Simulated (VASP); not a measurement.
# Rb2PtO6 (P1) in VASP: single point with r2SCAN

Aim: the single point of Rb2PtO6 with r2SCAN.

Program: VASP 6.6.1. These are calculated values, not measurements. Logs are shortened: lines on timing, memory, paths and dates and some standing lists are left out, and cuts for length are marked.

## 1. The cell of the first run

The typed cell holds 9 atoms: a = 5.864 Å, b = 5.755 Å, c = 6.024 Å, α = 64.50°, β = 63.47°, γ = 64.86°.

## 2. Single point, r2SCAN

Contents of POSCAR:

```
Rb2PtO6
1.0
   -0.2545331700      4.2266025500      4.0563684700
    4.1021010600     -0.2288027400      4.0306390400
    4.2033315500      4.3021036200     -0.3300332200
Rb O Pt
2 6 1
Direct
    0.2480970000      0.3428640000      0.2354790000
    0.7552930000      0.7690860000      0.7290180000
    0.2320910000      0.2691610000      0.7615980000
    0.7443390000      0.7769880000      0.2559890000
    0.8127460000      0.2776600000      0.1962890000
    0.2171260000      0.7174320000      0.8014290000
    0.2716820000      0.7139240000      0.2316300000
    0.7871550000      0.2449110000      0.7822790000
    0.9958370000      0.0282110000      0.9595570000
```

Contents of INCAR.step1:

```
ALGO = Normal ; EDIFF = 1E-4
ENCUT = 520 ; GGA = PE
ISMEAR = -5 ; LASPH = T
LCHARG = F ; LMAXMIX = 4
LREAL = F ; LWAVE = T
NELM = 100 ; PREC = Accurate
SIGMA = 0.1
```

Contents of INCAR.step2:

```
ALGO = Normal ; EDIFF = 1E-6
ENCUT = 520 ; ISIF = 2
ISMEAR = -1 ; ISTART = 1
LASPH = T ; LCHARG = F
LMAXMIX = 4 ; LMIXTAU = T
LORBIT = 10 ; LREAL = F
LWAVE = F ; METAGGA = R2SCAN
NELM = 100 ; PREC = Accurate
SIGMA = 0.1
```

Contents of KPOINTS:

```
Automatic mesh
0
Gamma
  4 4 4
  0 0.5 0.5
```

Potentials or basis: VASP PAW PBE potentials, release 64 (Rb_sv, O, Pt).

The run is started by

```bash
cat potpaw_PBE.64/Rb_sv/POTCAR potpaw_PBE.64/O/POTCAR potpaw_PBE.64/Pt/POTCAR > POTCAR
cp INCAR.step1 INCAR
mpirun -np 1 vasp_std > vasp.out
cp INCAR.step2 INCAR
mpirun -np 1 vasp_std > vasp.out
```

OUTCAR:

```text
EDIFF = 1E-6
   ENCUT = 520
   ISIF = 2
   ISMEAR = -1
   ISTART = 1
   LASPH = T
   LORBIT = 10
   LREAL = F
   METAGGA = R2SCAN
   NELM = 100
   PREC = Accurate

 ion  position               nearest neighbor table
   1  0.248  0.343  0.235-   7 2.19   6 2.60   5 2.85   4 2.94   3 2.97   5 3.08   3 3.11   8 3.14
                             8 3.20   4 3.32   9 3.48   7 3.57   6 3.75   9 3.77   9 3.82   9 3.91
   2  0.755  0.769  0.729-   6 2.81   8 2.82   4 2.86   8 2.98   5 3.04   3 3.05   7 3.09   6 3.11
                             4 3.17   7 3.19   3 3.19   5 3.28   9 3.39   9 3.69   9 3.82   9 3.96
   3  0.232  0.269  0.762-   9 2.00   1 2.97   2 3.05   1 3.11   2 3.19
   4  0.744  0.777  0.256-   9 2.17   2 2.86   1 2.94   2 3.17   1 3.32
   5  0.813  0.278  0.196-   9 2.08   1 2.85   2 3.04   1 3.08   2 3.28
   6  0.217  0.717  0.801-   9 2.04   1 2.60   2 2.81   2 3.11   1 3.75
   7  0.272  0.714  0.232-   1 2.19   9 2.43   2 3.09   2 3.19   1 3.57
   8  0.787  0.245  0.782-   9 1.71   2 2.82   2 2.98   1 3.14   1 3.20
   9  0.996  0.028  0.960-   8 1.71   3 2.00   6 2.04   5 2.08   4 2.17   7 2.43   2 3.39   1 3.48
                             2 3.69   1 3.77   2 3.82   1 3.82   1 3.91   2 3.96

  LATTYP: Found a triclinic cell.
 ALAT       =     6.0237043090
 B/A-ratio  =     1.0383146820
 C/A-ratio  =     0.9554730902
 COS(alpha) =     0.0163714586
 COS(beta)  =     0.4305794939
 COS(gamma) =     0.5443984683

  Lattice vectors:

 A1 = (  -4.2033315500,  -4.3021036200,   0.3300332200)
 A2 = (  -4.4578647200,  -0.0755010700,   4.3864016900)
 A3 = (  -4.1021010600,   0.2288027400,  -4.0306390400)

Analysis of symmetry for initial positions (statically):
=====================================================================
 Subroutine PRICEL returns:
 Original cell was already a primitive cell.

 Routine SETGRP: Setting up the symmetry group for a
 triclinic supercell.

 Subroutine GETGRP returns: Found  1 space group operations
 (whereof  1 operations were pure point group operations)
 out of a pool of  2 trial point group operations.

The static configuration has the point symmetry C_1 .

Analysis of symmetry for dynamics (positions and initial velocities):
=====================================================================
 Subroutine PRICEL returns:
 Original cell was already a primitive cell.

 Routine SETGRP: Setting up the symmetry group for a
 triclinic supercell.

 Subroutine GETGRP returns: Found  1 space group operations
 (whereof  1 operations were pure point group operations)
 out of a pool of  2 trial point group operations.

The dynamic configuration has the point symmetry C_1 .

 Subroutine INISYM returns: Found  1 space group operations
 (whereof  1 operations are pure point group operations),
 and found     1 'primitive' translations

----------------------------------------------------------------------------------------

                                     Primitive cell

  volume of cell :     157.2107

  direct lattice vectors                    reciprocal lattice vectors
    -0.254533170  4.226602550  4.056368470    -0.109818958  0.116378484  0.118372342
     4.102101060 -0.228802740  4.030639040     0.119876305 -0.107920505  0.119971739
     4.203331550  4.302103620 -0.330033220     0.114267149  0.112368724 -0.109914363

  length of vectors
     5.863708845  5.755487370  6.023704309     0.199038103  0.201023337  0.194331878

  position of ions in fractional coordinates (direct lattice)
     0.248097000  0.342864000  0.235479000
     0.755293000  0.769086000  0.729018000
     0.232091000  0.269161000  0.761598000
     0.744339000  0.776988000  0.255989000
     0.812746000  0.277660000  0.196289000
     0.217126000  0.717432000  0.801429000
     0.271682000  0.713924000  0.231630000
     0.787155000  0.244911000  0.782279000
     0.995837000  0.028211000  0.959557000

  ion indices of the primitive-cell ions
   primitive index   ion index
                 1           1
                 2           2
                 3           3
                 4           4
                 5           5
                 6           6
                 7           7
                 8           8
                 9           9

----------------------------------------------------------------------------------------

 KPOINTS: Automatic mesh

Automatic generation of k-mesh.
 Grid dimensions read from file:
 generate k-points for:    4    4    4

 Generating k-lattice:

  Cartesian coordinates                     Fractional coordinates (reciprocal lattice)
    -0.027454740  0.029094621  0.029593085     0.250000000  0.000000000  0.000000000
     0.029969076 -0.026980126  0.029992935     0.000000000  0.250000000 -0.000000000
     0.028566787  0.028092181 -0.027478591    -0.000000000 -0.000000000  0.250000000

  Length of vectors
     0.049759526  0.050255834  0.048582969

  Shift w.r.t. Gamma in fractional coordinates (k-lattice)
     0.000000000  0.500000000  0.500000000

 Subroutine IBZKPT returns following result:
 ===========================================

 Found     32 irreducible k-points:

 Following reciprocal coordinates:
            Coordinates               Weight
  0.000000  0.125000  0.125000      2.000000
  0.250000  0.125000  0.125000      2.000000
  0.500000  0.125000  0.125000      2.000000
 -0.250000  0.125000  0.125000      2.000000
  0.000000  0.375000  0.125000      2.000000
  0.250000  0.375000  0.125000      2.000000
[... 16 lines left out ...]
  0.500000  0.375000  0.375000      2.000000
 -0.250000  0.375000  0.375000      2.000000
 [... further k-points ...]
   k-points           NKPTS =     32   k-points in BZ     NKDIM =     32   number of bands    NBANDS=     38
   number of dos      NEDOS =    301   number of ions     NIONS =      9
   total plane-waves  NPLWV = 110592
   dimension x,y,z NGX =    48 NGY =   48 NGZ =   48
   dimension x,y,z NGXF=    96 NGYF=   96 NGZF=   96
   ions per type =               2   6   1
   NGX,Y,Z   is equivalent  to a cutoff of  13.61, 13.86, 13.25 a.u.
   NGXF,Y,Z  is equivalent  to a cutoff of  27.22, 27.73, 26.49 a.u.
 SYSTEM =  unknown system
   PREC   = accura    normal or accurate (medium, high low for compatibility)
   ISTART =      1    job   : 0-new  1-cont  2-samecut
   ICHARG =      0    charge: 1-file 2-atom 10-const
   ISPIN  =      1    spin polarized calculation?
   LNONCOLLINEAR =      F non collinear calculations
   LSORBIT =      F    spin-orbit coupling
   LASPH  =      T    aspherical Exc in radial PAW
   ENCUT  =  520.0 eV  38.22 Ry    6.18 a.u.  10.90 10.70 11.20*2*pi/ulx,y,z
   NELM   =    100;   NELMIN=  2; NELMDL=  0     # of ELM steps
   EDIFF  = 0.1E-05   stopping-criterion for ELM
   LREAL  =      F    real-space projection
   EDIFFG = 0.1E-04   stopping-criterion for IOM
   NSW    =      0    number of steps for IOM
   IBRION =     -1    ionic relax: 0-MD 1-quasi-New 2-CG
   NFREE  =      0    steps in history (QN), initial steepest desc. (CG)
   ISIF   =      2    stress and relaxation
   ISYM   =      2    0-nonsym 1-usesym 2-fastsym
   POTIM  = 0.5000    time-step for ionic-motion
   TEBEG  =    0.0;   TEEND  =   0.0 temperature during run
   PSTRESS=    0.0 pullay stress
   NELECT =      64.0000    total number of electrons
   NUPDOWN=      -1.0000    fix difference up-down
   EMIN   =  10.00;   EMAX   =-10.00  energy-range for DOS
   EFERMI =   0.00;   METHOD = LEGACY
   ISMEAR =    -1;   SIGMA  =   0.10  broadening in eV -4-tet -1-fermi 0-gaus
   EFERMI_NEDOS =   21; number of points for ismear=-14 and -15
   IALGO  =     38    algorithm
   IMIX   =      4    mixing-type and parameters
     AMIX     =   0.40;   BMIX     =  1.00
     AMIX_MAG =   1.60;   BMIX_MAG =  1.00
  volume/ion in A,a.u.               =      17.47       117.88
  Fermi-wavevector in a.u.,A,eV,Ry     =   1.213317  2.292836 20.029641  1.472137
  Thomas-Fermi vector in A             =   2.348773
   LORBIT       =     10    0 simple, 1 ext, 2 COOP (PROOUT), +10 PAW based schemes
   METAGGA = R2SCAN    functional components
   LHFCALC =     F    Hartree Fock is set to
   AEXX    =    0.0000 exact exchange contribution
   IVDW    =     0    specifies the selected vdW correction
   LEPSILON=     F    determine dielectric tensor
   LRPA    =     F    only Hartree local field effects (RPA)
 non-spin polarized calculation
  energy-cutoff  :      520.00
  volume of cell :      157.21
 maximum number of plane-waves:      4253
 NGX is ok and might be reduce to    48
   NGX = 21   NGY = 21   NGZ = 23

 number of electron      64.0000002 magnetization

 Free energy of the ion-electron system (eV)
  ---------------------------------------------------
  ext. energy  EPLUGINS =         0.00000000
  ---------------------------------------------------
  free energy    TOTEN  =      -113.73285831 eV

  energy without entropy =     -113.30076166  energy(sigma->0) =     -113.51680998

 E-fermi :  -0.9705     XC(G=0):  -9.6143

 val. band max:       -0.9834565023   @ k =   0.2500  -0.1250   0.1250
 cond. band min:      -0.9688783264   @ k =   0.2500  -0.1250   0.3750
 fundamental gap:      0.0145781759
 Fermi energy:        -0.9704768005

 k-point     1 :       0.0000    0.1250    0.1250
  band No.  band energies     occupation
      1     -25.4075      2.00000
      2     -25.3225      2.00000
      3     -20.6581      2.00000
      4     -18.7108      2.00000
      5     -18.3135      2.00000
      6     -17.9355      2.00000
[... 30 lines left out ...]
     37       2.2949      0.00000
     38       5.8733      0.00000
[... 941 lines left out ...]
     37       2.2190      0.00000
     38       7.6144      0.00000

 [... further k-points ...]

------------------------ aborting loop because EDIFF is reached ----------------------------------------

  FORCE on cell =-STRESS in cart. coord.  units (eV):
  Direction    XX          YY          ZZ          XY          YZ          ZX
  --------------------------------------------------------------------------------------
  -------------------------------------------------------------------------------------
  Total       -9.7599953      2.3909914     -8.8535502      2.3327544      1.7556010      0.7110787
  in kB      -99.4667929     24.3672502    -90.2289620     23.7737409     17.8918120      7.2467987
  external PRESSURE =     -55.1095016 kB  Pullay stress =       0.0000000 kB

 VOLUME and BASIS-vectors are now :
 -----------------------------------------------------------------------------
  energy-cutoff  :      520.00
  volume of cell :      157.21
      direct lattice vectors                 reciprocal lattice vectors
    -0.254533170  4.226602550  4.056368470    -0.109818958  0.116378484  0.118372342
     4.102101060 -0.228802740  4.030639040     0.119876305 -0.107920505  0.119971739
     4.203331550  4.302103620 -0.330033220     0.114267149  0.112368724 -0.109914363

 POSITION                                       TOTAL-FORCE (eV/Angst)
 -----------------------------------------------------------------------------------
      2.33311      1.98321      2.31062        -1.782101      0.509566     -2.100410
      6.02693      6.15267      5.92305         0.036259     -0.357375     -0.135342
      4.24630      4.19585      1.77498        -0.652807      0.675335     -2.305221
      4.07383      4.06954      6.06659        -0.534426     -0.605268      3.015916
      1.75719      4.21608      4.35116        -2.241580      0.568597     -0.671737
      6.25638      4.20139      3.50795         3.282942     -0.725553      1.107312
      3.83305      1.98144      3.90317         2.077213     -1.662693      2.233145
      4.09247      6.63640      3.92196        -0.273952     -3.834404     -0.468544
      3.89559      8.33067      3.83650         0.088451      5.431796     -0.675121
 -----------------------------------------------------------------------------------
    total drift:                               -0.000208      0.000053     -0.000279

  FREE ENERGIE OF THE ION-ELECTRON SYSTEM (eV)
  ---------------------------------------------------
  free  energy   TOTEN  =      -113.7328583136 eV

  energy  without entropy=     -113.3007616553  energy(sigma->0) =     -113.51680998

 total charge

# of ion       s       p       d       tot
------------------------------------------
    1        1.951   5.379   0.067   7.397
    2        1.941   5.410   0.026   7.378
    3        1.608   3.184   0.000   4.792
    4        1.607   3.138   0.000   4.744
    5        1.607   3.167   0.000   4.774
    6        1.609   3.180   0.000   4.789
    7        1.613   3.154   0.000   4.768
    8        1.612   3.329   0.000   4.941
    9        0.715   0.911   7.523   9.149
--------------------------------------------------
tot         14.263  30.852   7.616  52.731
```

Wall time 9.6 min (1 thread of Intel Xeon 6975P-C (Granite Rapids), shared host); peak memory 0.45 GiB.

Results:

* Free energy: -113.7329 eV
* Pressure: -5.5 GPa
* Largest force: 5.474 eV/Å
* Band gap on the k mesh: 0.02 eV (least direct gap 0.03 eV)
* Valence electrons inside the program's atomic spheres: Rb 7.40, 7.38; O 4.79, 4.74, 4.77, 4.94 (each value once); Pt 9.15

Forces in eV/Å, atoms in the order of the input:
```
Rb  -1.782  0.510 -2.100
Rb   0.036 -0.357 -0.135
O   -0.653  0.675 -2.305
O   -0.534 -0.605  3.016
O   -2.242  0.569 -0.672
O    3.283 -0.726  1.107
O    2.077 -1.663  2.233
O   -0.274 -3.834 -0.469
Pt   0.088  5.432 -0.675
```

Stress tensor (GPa, compression positive):
```
-9.95  2.38  0.72
 2.38  2.44  1.79
 0.72  1.79 -9.02
```

Caveat: the stress differs along the axes, from -10 to 2 GPa; the smearing spreads over this small gap; the PAW data sets were made with another functional, which shifts forces and pressure a little; spin-orbit coupling is left out, which moves the levels of the heavy elements; a shifted mesh leaves out Γ, where band edges can lie. A k mesh can miss the band edges.
